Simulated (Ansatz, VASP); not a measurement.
Two plane-wave programs on ScAl

```
CELL_PARAMETERS angstrom
2.16340 -5.25022 0.00000
2.16340 5.25022 0.00000
0.00000 0.00000 3.77129
ATOMIC_POSITIONS crystal
Sc 0.86468 0.13532 0.25000
Sc 0.13532 0.86468 0.75000
Al 0.58451 0.41550 0.25000
Al 0.41550 0.58451 0.75000
```

Alike in both runs: task single point; functional r2SCAN; k mesh 10 × 10 × 12; occupations gaussian, width 0.1 eV; no spin polarisation.

|  | VASP | Ansatz |
| --- | --- | --- |
| version | VASP 6.6.1 | Ansatz 0.2.0 |
| potentials or method | VASP PAW PBE potentials, release 64 (Sc_sv, Al), cutoff 520 eV | scalar-relativistic, plane waves, PAW |
| valence electrons in the cell | 28 | 28 |

|  | VASP | Ansatz | Ansatz less VASP |
| --- | --- | --- | --- |
| gap on the k mesh at the Fermi level (eV) | none | none | - |
| pressure (GPa) | -0.4 | -0.5 | -0.10 |
| traceless stress, the component that is largest in VASP (GPa) | -0.59 | -0.64 | -0.048 |
| rms of the force components (eV/Å) | 0.019 | 0.013 | -0.0052 |

VASP's potentials were made for PBE, not for r2SCAN. Atom by atom the forces differ by 0.006 eV/Å (rms over components). A gap of «none» marks a metal or a gap that the smearing closes.
